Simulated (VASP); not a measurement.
# Cu (Fd-3m) in VASP: notebook

The runs below take Cu through relaxation of cell and atoms, with PBE.

Everything below comes from runs of VASP 6.6.1. Logs are shortened: lines on timing, memory, paths and dates and some standing lists are left out, and cuts for length are marked.

### 1 The cell of the first run

Symmetry: Fd-3m, No. 227, cubic system. The conventional cell has a = 4.687 Å, b = 4.687 Å, c = 4.687 Å, α = 90.00°, β = 90.00°, γ = 90.00°. Cu (site symmetry -43m) has 4 Cu at 2.03 Å within 2.7 Å.

### 2 Relaxation of cell and atoms, PBE, target pressure 20 GPa, at which the enthalpy is minimised

File INCAR:

```
SYSTEM = Cu
ALGO     = Normal         ! electronic algorithm
EDIFF    = 1E-7           ! SCF threshold, eV
EDIFFG   = -0.005         ! ionic threshold
ENCUT    = 600            ! plane-wave cutoff, eV
GGA      = PE             ! functional
IBRION   = 2              ! ionic algorithm
ISIF     = 3              ! what is computed and relaxed
ISMEAR   = -1             ! smearing method
LASPH    = .TRUE.         ! aspherical terms in the spheres
LCHARG   = .FALSE.        ! write CHGCAR
LREAL    = .FALSE.        ! projectors in reciprocal space
LWAVE    = .FALSE.        ! write WAVECAR
NELM     = 80             ! most SCF steps
NSW      = 60             ! ionic steps
PREC     = Accurate       ! precision mode
PSTRESS  = 200.0        
SIGMA    = 0.1            ! smearing width, eV
```

File KPOINTS:

```
k-points
0
G
  14 14 14
  0 0 0
```

File POSCAR:

```
Cu
1.0
    0.0000000000      2.3432621242      2.3432621242
    2.3432621242      0.0000000000      2.3432621242
    2.3432621242      2.3432621242      0.0000000000
Cu
2
Direct
   -0.1250000000     -0.1250000000     -0.1250000000
    0.1250000000      0.1250000000      0.1250000000
```

Potentials or basis: VASP PAW PBE potentials, release 64 (Cu).

On the command line:

```console
cat potpaw_PBE.64/Cu/POTCAR > POTCAR
mpirun -np 1 vasp_std > vasp.out
```

OUTCAR:

```text
SYSTEM = Cu
   EDIFF = 1E-7
   EDIFFG = -0.005
   ENCUT = 600
   GGA = PE
   IBRION = 2
   ISIF = 3
   ISMEAR = -1
   LASPH = .TRUE.
   LREAL = .FALSE.
   NELM = 80
   NSW = 60
   PREC = Accurate
   PSTRESS = 200.0

 ion  position               nearest neighbor table
   1  0.875  0.875  0.875-   2 2.03   2 2.03   2 2.03   2 2.03
   2  0.125  0.125  0.125-   1 2.03   1 2.03   1 2.03   1 2.03

  LATTYP: Found a face centered cubic cell.
 ALAT       =     4.6865242484

  Lattice vectors:

 A1 = (   0.0000000000,   2.3432621242,   2.3432621242)
 A2 = (   2.3432621242,   0.0000000000,   2.3432621242)
 A3 = (   2.3432621242,   2.3432621242,   0.0000000000)

Analysis of symmetry for initial positions (statically):
=====================================================================
 Subroutine PRICEL returns:
 Original cell was already a primitive cell.

 Routine SETGRP: Setting up the symmetry group for a
 face centered cubic supercell.

 Subroutine GETGRP returns: Found 48 space group operations
 (whereof 12 operations were pure point group operations)
 out of a pool of 48 trial point group operations.

The static configuration has the point symmetry D_3d.
 The point group associated with its full space group is O_h .

Analysis of symmetry for dynamics (positions and initial velocities):
=====================================================================
 Subroutine PRICEL returns:
 Original cell was already a primitive cell.

 Routine SETGRP: Setting up the symmetry group for a
 face centered cubic supercell.

 Subroutine GETGRP returns: Found 48 space group operations
 (whereof 12 operations were pure point group operations)
 out of a pool of 48 trial point group operations.

The dynamic configuration has the point symmetry D_3d.
 The point group associated with its full space group is O_h .

 Subroutine INISYM returns: Found 48 space group operations
 (whereof 12 operations are pure point group operations),
 and found     1 'primitive' translations

----------------------------------------------------------------------------------------

                                     Primitive cell

  volume of cell :      25.7331

  direct lattice vectors                    reciprocal lattice vectors
     0.000000000  2.343262124  2.343262124    -0.213377750  0.213377750  0.213377750
     2.343262124  0.000000000  2.343262124     0.213377750 -0.213377750  0.213377750
     2.343262124  2.343262124  0.000000000     0.213377750  0.213377750 -0.213377750

  length of vectors
     3.313873076  3.313873076  3.313873076     0.369581104  0.369581104  0.369581104

  position of ions in fractional coordinates (direct lattice)
     0.875000000  0.875000000  0.875000000
     0.125000000  0.125000000  0.125000000

  ion indices of the primitive-cell ions
   primitive index   ion index
                 1           1
                 2           2

----------------------------------------------------------------------------------------

 KPOINTS: k-points

Automatic generation of k-mesh.
 Grid dimensions read from file:
 generate k-points for:   14   14   14

 Generating k-lattice:

  Cartesian coordinates                     Fractional coordinates (reciprocal lattice)
    -0.015241268  0.015241268  0.015241268     0.071428571  0.000000000  0.000000000
     0.015241268 -0.015241268  0.015241268     0.000000000  0.071428571  0.000000000
     0.015241268  0.015241268 -0.015241268     0.000000000  0.000000000  0.071428571

  Length of vectors
     0.026398650  0.026398650  0.026398650

  Shift w.r.t. Gamma in fractional coordinates (k-lattice)
     0.000000000  0.000000000  0.000000000

 Subroutine IBZKPT returns following result:
 ===========================================

 Found    104 irreducible k-points:

 Following reciprocal coordinates:
            Coordinates               Weight
  0.000000  0.000000  0.000000      1.000000
  0.071429  0.000000  0.000000      8.000000
  0.142857  0.000000  0.000000      8.000000
  0.214286  0.000000  0.000000      8.000000
  0.285714  0.000000  0.000000      8.000000
  0.357143  0.000000  0.000000      8.000000
[... 16 lines left out ...]
  0.214286  0.142857  0.000000     24.000000
  0.285714  0.142857  0.000000     24.000000
 [... further k-points ...]
   k-points           NKPTS =    104   k-points in BZ     NKDIM =    104   number of bands    NBANDS=     15
   number of dos      NEDOS =    301   number of ions     NIONS =      2
   total plane-waves  NPLWV =  21952
   dimension x,y,z NGX =    28 NGY =   28 NGZ =   28
   dimension x,y,z NGXF=    56 NGYF=   56 NGZF=   56
   ions per type =               2
   NGX,Y,Z   is equivalent  to a cutoff of  14.05, 14.05, 14.05 a.u.
   NGXF,Y,Z  is equivalent  to a cutoff of  28.09, 28.09, 28.09 a.u.
 SYSTEM =  Cu
   PREC   = accura    normal or accurate (medium, high low for compatibility)
   ISTART =      0    job   : 0-new  1-cont  2-samecut
   ICHARG =      2    charge: 1-file 2-atom 10-const
   ISPIN  =      1    spin polarized calculation?
   LNONCOLLINEAR =      F non collinear calculations
   LSORBIT =      F    spin-orbit coupling
   LASPH  =      T    aspherical Exc in radial PAW
   ENCUT  =  600.0 eV  44.10 Ry    6.64 a.u.   6.62  6.62  6.62*2*pi/ulx,y,z
   NELM   =     80;   NELMIN=  2; NELMDL= -5     # of ELM steps
   EDIFF  = 0.1E-06   stopping-criterion for ELM
   LREAL  =      F    real-space projection
   EDIFFG = -.5E-02   stopping-criterion for IOM
   NSW    =     60    number of steps for IOM
   IBRION =      2    ionic relax: 0-MD 1-quasi-New 2-CG
   NFREE  =      1    steps in history (QN), initial steepest desc. (CG)
   ISIF   =      3    stress and relaxation
   ISYM   =      2    0-nonsym 1-usesym 2-fastsym
   POTIM  = 0.5000    time-step for ionic-motion
   TEBEG  =    0.0;   TEEND  =   0.0 temperature during run
   PSTRESS=  200.0 pullay stress
   NELECT =      22.0000    total number of electrons
   NUPDOWN=      -1.0000    fix difference up-down
   EMIN   =  10.00;   EMAX   =-10.00  energy-range for DOS
   EFERMI =   0.00;   METHOD = LEGACY
   ISMEAR =    -1;   SIGMA  =   0.10  broadening in eV -4-tet -1-fermi 0-gaus
   EFERMI_NEDOS =   21; number of points for ismear=-14 and -15
   IALGO  =     38    algorithm
   IMIX   =      4    mixing-type and parameters
     AMIX     =   0.40;   BMIX     =  1.00
     AMIX_MAG =   1.60;   BMIX_MAG =  1.00
  volume/ion in A,a.u.               =      12.87        86.83
  Fermi-wavevector in a.u.,A,eV,Ry     =   1.553763  2.936187 32.846917  2.414180
  Thomas-Fermi vector in A             =   2.657947
   LORBIT       =      0    0 simple, 1 ext, 2 COOP (PROOUT), +10 PAW based schemes
   GGA     = PE    functional components
   LHFCALC =     F    Hartree Fock is set to
   AEXX    =    0.0000 exact exchange contribution
   IVDW    =     0    specifies the selected vdW correction
   LEPSILON=     F    determine dielectric tensor
   LRPA    =     F    only Hartree local field effects (RPA)
 conjugate gradient relaxation of ions
 non-spin polarized calculation
  energy-cutoff  :      600.00
  volume of cell :       25.73
 maximum number of plane-waves:       883
   NGX = 13   NGY = 13   NGZ = 13

--------------------------------------- Ionic step        1  -------------------------------------------

 number of electron      21.9999998 magnetization

 Free energy of the ion-electron system (eV)
  ---------------------------------------------------
  ext. energy  EPLUGINS =         0.00000000
  ---------------------------------------------------
  free energy    TOTEN  =        -3.83228057 eV

  energy without entropy =       -3.80968783  energy(sigma->0) =       -3.82098420

------------------------ aborting loop because EDIFF is reached ----------------------------------------

  FORCE on cell =-STRESS in cart. coord.  units (eV):
  Direction    XX          YY          ZZ          XY          YZ          ZX
  --------------------------------------------------------------------------------------
  -------------------------------------------------------------------------------------
  Total        9.3992757      9.3992757      9.3992757      0.0000000      0.0000000      0.0000000
  in kB      585.2108310    585.2108310    585.2108310      0.0000000      0.0000000      0.0000000
  external PRESSURE =     385.2108310 kB  Pullay stress =     200.0000000 kB
[... 25 lines left out ...]
--------------------------------------- Ionic step        2  -------------------------------------------

 number of electron      21.9999984 magnetization

 E-fermi :   2.6254     XC(G=0):  -9.7726

 val. band max:        2.6051660499   @ k =  -0.4286   0.0714   0.0000
 cond. band min:       2.6494909187   @ k =  -0.3571   0.4286   0.1429
 fundamental gap:      0.0443248688
 Fermi energy:         2.6254144633

 k-point     1 :       0.0000    0.0000    0.0000
  band No.  band energies     occupation
      1      -3.5261      2.00000
      2      -0.2591      2.00000
      3      -0.2591      2.00000
      4      -0.2591      2.00000
      5      -0.2369      2.00000
      6      -0.2369      2.00000
      7       0.8020      2.00000
      8       0.8020      2.00000
      9       0.8020      2.00000
     10       1.4203      1.99999
     11       1.4203      1.99999
     12      12.2308      0.00000
     13      12.2308      0.00000
     14      12.2308      0.00000
[... 486 lines left out ...]
  energy  without entropy=       -5.0408067641  energy(sigma->0) =       -5.05285016

  enthalpy is  TOTEN    =        -1.1611343292 eV   P V=        3.9037592365

[... ionic steps 4 to 16 ...]

--------------------------------------- Ionic step       17  -------------------------------------------

 number of electron      22.0000027 magnetization

------------------------ aborting loop because EDIFF is reached ----------------------------------------
[... 71 lines left out ...]
--------------------------------------- Ionic step       19  -------------------------------------------

 number of electron      22.0000027 magnetization

 Free energy of the ion-electron system (eV)
  ---------------------------------------------------
  ext. energy  EPLUGINS =         0.00000000
  ---------------------------------------------------
  free energy    TOTEN  =        -5.03373051 eV

  energy without entropy =       -5.00968327  energy(sigma->0) =       -5.02170689

 E-fermi :   4.6745     XC(G=0): -10.9351

 val. band max:        4.6552101221   @ k =  -0.3571   0.3571   0.0714
 cond. band min:       4.6949092953   @ k =  -0.4286   0.0714   0.0000
 fundamental gap:      0.0396991732
 Fermi energy:         4.6745219183

 k-point     1 :       0.0000    0.0000    0.0000
  band No.  band energies     occupation
      1      -2.8193      2.00000
      2       0.9141      2.00000
      3       0.9141      2.00000
      4       0.9373      2.00000
      5       0.9373      2.00000
      6       0.9373      2.00000
      7       2.3656      2.00000
      8       2.3656      2.00000
      9       2.3656      2.00000
     10       3.2715      2.00000
     11       3.2715      2.00000
     12      15.9954      0.00000
     13      15.9954      0.00000
     14      15.9954      0.00000
[... 448 lines left out ...]
  energy  without entropy=       -5.0096832670  energy(sigma->0) =       -5.02170689

  enthalpy is  TOTEN    =        -1.1620836058 eV   P V=        3.8716469015

 reached required accuracy - stopping structural energy minimisation
```

Wall time 4.2 min (1 thread of Intel Xeon Platinum 8488C (Sapphire Rapids), shared host); peak memory 0.19 GiB.

Results:

```yaml
Free_energy: -5.0337 eV
Relaxed_volume: 15.51 Å³/atom
Relaxed_cell: a = 3.527 Å, b = 3.527 Å, c = 3.527 Å, α = 60.00°, β = 60.00°, γ = 60.00°
Space_group_after_relaxing_to_0.05_Å: Fd-3m (No. 227)
Energy_change_on_relaxing_the_enthalpy_is_what_falls: -600.7 meV/atom
Ionic_steps: 19
Pressure_after_relaxing: 20.0 GPa
Band_gap_on_the_k_mesh: zero (band 11 reaches 5.42 eV, above the bottom of band 12 at 4.35 eV)
```

Step by step:
| step | energy change (eV) | largest force (eV/Å) | pressure (GPa) | volume (Å³) |
| --- | --- | --- | --- | --- |
| 1 | 0.0000 | 0.0000 | 58.52 | 25.73 |
| 2 | -1.5697 | 0.0000 | -1.05 | 39.06 |
| 3 | -1.2326 | 0.0000 | 18.71 | 31.27 |
| 4 | -1.2048 | 0.0000 | 19.87 | 31.04 |
| 5 | -1.1906 | 0.0000 | 20.38 | 30.93 |
| 6 | -1.1908 | 0.0000 | 20.39 | 30.93 |
| 7 | -1.1915 | 0.0000 | 20.39 | 30.94 |
| 8 | -1.1915 | 0.0000 | 20.38 | 30.94 |
| 9 | -1.1915 | 0.0000 | 20.33 | 30.94 |
| 10 | -1.1915 | 0.0000 | 20.28 | 30.94 |
| 11 | -1.1916 | 0.0000 | 20.20 | 30.94 |
| 12 | -1.1917 | 0.0000 | 20.36 | 30.94 |
| 13 | -1.1919 | 0.0000 | 20.35 | 30.94 |
| 14 | -1.1923 | 0.0000 | 20.35 | 30.94 |
| 15 | -1.1931 | 0.0000 | 20.32 | 30.95 |
| 16 | -1.1947 | 0.0000 | 20.24 | 30.96 |
| 17 | -1.1979 | 0.0000 | 20.12 | 30.99 |
| 18 | -1.2043 | 0.0000 | 19.90 | 31.04 |
| 19 | -1.2015 | 0.0000 | 20.00 | 31.02 |

Final structure:
```
CELL_PARAMETERS angstrom
0.00000 2.49373 2.49373
2.49373 0.00000 2.49373
2.49373 2.49373 0.00000
ATOMIC_POSITIONS crystal
Cu 0.87500 0.87500 0.87500
Cu 0.12500 0.12500 0.12500
```

Levels at points of the mesh, in eV from the Fermi level:
```csv
k point,band 7,band 8,band 9,band 10,band 11,band 12,band 13,band 14,band 15
"(0.00, 0.00, 0.00)",-2.31,-2.31,-2.31,-1.40,-1.40,11.32,11.32,11.32,11.99
"(0.50, 0.00, 0.00)",-2.17,-2.01,-2.01,-1.53,-1.53,-0.32,8.08,8.08,12.14
"(0.50, 0.50, 0.00)",-2.53,-2.53,-1.40,-1.40,0.28,0.28,3.95,3.95,8.86
```

Caveat: the cell is relaxed towards a set pressure, so the enthalpy falls and the energy may rise; the volume moved by over 15 % at a fixed basis, so the end points are rough.

### 3 Relaxation of cell and atoms, PBE, target pressure 20 GPa, at which the enthalpy is minimised

This run uses another cell than the first one, of 15.47 Å³/atom, 1.202 times its volume.

File INCAR:

```
PREC = Accurate
ENCUT = 600
EDIFF = 1E-7
ISMEAR = -1
SIGMA = 0.1
LREAL = F
LASPH = T
NELM = 80
ALGO = Normal
ISIF = 3
LWAVE = F
LCHARG = F
GGA = PE
IBRION = 2
NSW = 32
EDIFFG = -0.005
PSTRESS = 200.0
```

File KPOINTS:

```
Automatic mesh
0
Gamma
  14 14 14
```

File POSCAR:

```
Cu
1.0
    0.0000000000      2.4914813484      2.4914813484
    2.4914813484      0.0000000000      2.4914813484
    2.4914813484      2.4914813484      0.0000000000
Cu
2
Direct
   -0.1250000000     -0.1250000000     -0.1250000000
    0.1250000000      0.1250000000      0.1250000000
```

Potentials or basis: VASP PAW PBE potentials, release 64 (Cu).

On the command line:

```console
cat potpaw_PBE.64/Cu/POTCAR > POTCAR
mpirun -np 1 vasp_std > vasp.out
```

OUTCAR:

```text
PREC = Accurate
   ENCUT = 600
   EDIFF = 1E-7
   ISMEAR = -1
   LREAL = F
   LASPH = T
   NELM = 80
   ISIF = 3
   GGA = PE
   IBRION = 2
   NSW = 32
   EDIFFG = -0.005
   PSTRESS = 200.0

 ion  position               nearest neighbor table
   1  0.875  0.875  0.875-   2 2.16   2 2.16   2 2.16   2 2.16
   2  0.125  0.125  0.125-   1 2.16   1 2.16   1 2.16   1 2.16

  LATTYP: Found a face centered cubic cell.
 ALAT       =     4.9829626968

  Lattice vectors:

 A1 = (   0.0000000000,   2.4914813484,   2.4914813484)
 A2 = (   2.4914813484,   0.0000000000,   2.4914813484)
 A3 = (   2.4914813484,   2.4914813484,   0.0000000000)

Analysis of symmetry for initial positions (statically):
=====================================================================
 Subroutine PRICEL returns:
[... 261 lines left out ...]
 val. band max:        4.6545795543   @ k =  -0.3571   0.3571   0.0714
 cond. band min:       4.6942518461   @ k =  -0.4286   0.0714   0.0000
 fundamental gap:      0.0396722917
 Fermi energy:         4.6738873820

 k-point     1 :       0.0000    0.0000    0.0000
  band No.  band energies     occupation
      1      -2.8195      2.00000
      2       0.9137      2.00000
      3       0.9137      2.00000
      4       0.9369      2.00000
      5       0.9369      2.00000
      6       0.9369      2.00000
      7       2.3651      2.00000
      8       2.3651      2.00000
      9       2.3651      2.00000
     10       3.2709      2.00000
     11       3.2709      2.00000
     12      15.9942      0.00000
     13      15.9942      0.00000
     14      15.9942      0.00000
[... 401 lines left out ...]
      2       0.5398      2.00000
      3       0.9444      2.00000
      4       0.9832      2.00000
      5       1.1828      2.00000
      6       1.4168      2.00000
      7       1.7937      2.00000
      8       2.5290      2.00000
      9       2.5970      2.00000
     10       3.0694      2.00000
     11       3.3748      2.00000
     12       9.4975      0.00000
     13      11.8163      0.00000
     14      12.9499      0.00000
     15      15.2980      0.00000

 [... further k-points ...]
[... 5 lines left out ...]
  --------------------------------------------------------------------------------------
  -------------------------------------------------------------------------------------
  Total        3.8730561      3.8730561      3.8730561     -0.0000000      0.0000000     -0.0000000
  in kB      200.0607011    200.0607011    200.0607011     -0.0000000      0.0000000     -0.0000000
  external PRESSURE =       0.0607011 kB  Pullay stress =     200.0000000 kB
[... 21 lines left out ...]
  energy  without entropy=       -5.0105509700  energy(sigma->0) =       -5.02257474

  enthalpy is  TOTEN    =        -1.1627176035 eV   P V=        3.8718809137

 reached required accuracy - stopping structural energy minimisation
```

CONTCAR:

```text
Cu
   1.00000000000000
    -0.0000000000000000    2.4937764966371501    2.4937764966371496
     2.4937764966371501   -0.0000000000000000    2.4937764966371496
     2.4937764966371501    2.4937764966371501    0.0000000000000000
  Cu
     2
Direct
     0.8750000000000000    0.8750000000000000    0.8750000000000000
     0.1250000000000000    0.1250000000000000    0.1250000000000000

  0.00000000E+00  0.00000000E+00  0.00000000E+00
  0.00000000E+00  0.00000000E+00  0.00000000E+00
```

Wall time 71 s (1 thread of Intel Xeon Platinum 8488C (Sapphire Rapids), shared host); peak memory 0.19 GiB.

Results:

```
Free energy                                            : -5.0346 eV
Relaxed volume                                         : 15.51 Å³/atom
Relaxed cell                                           : a = 3.527 Å, b = 3.527 Å, c = 3.527 Å, α = 60.00°, β = 60.00°, γ = 60.00°
Space group after relaxing (to 0.05 Å)                 : Fd-3m (No. 227)
Energy change on relaxing (the enthalpy is what falls) : -5.4 meV/atom
Ionic steps                                            : 3
Pressure after relaxing                                : 20.0 GPa
Band gap on the k mesh                                 : zero (band 11 reaches 5.41 eV, above the bottom of band 12 at 4.35 eV)
```

The path:
```csv
step,energy change (eV),largest force (eV/Å),pressure (GPa),volume (Å³)
1,0.0000,0.0000,20.40,30.93
2,-0.0214,0.0000,19.63,31.10
3,-0.0108,0.0000,20.01,31.02
```

Final structure:
```
CELL_PARAMETERS angstrom
0.00000 2.49378 2.49378
2.49378 0.00000 2.49378
2.49378 2.49378 0.00000
ATOMIC_POSITIONS crystal
Cu 0.87500 0.87500 0.87500
Cu 0.12500 0.12500 0.12500
```

Levels at points of the mesh, in eV from the Fermi level:
```
           k point  band 9  band 10  band 11  band 12  band 13  band 14
(0.00, 0.00, 0.00)   -2.31    -1.40    -1.40    11.32    11.32    11.32
(0.50, 0.00, 0.00)   -2.01    -1.53    -1.53    -0.32     8.08     8.08
(0.50, 0.50, 0.00)   -1.40    -1.40     0.28     0.28     3.95     3.95
```

Caveat: the cell is relaxed towards a set pressure, so the enthalpy falls and the energy may rise.
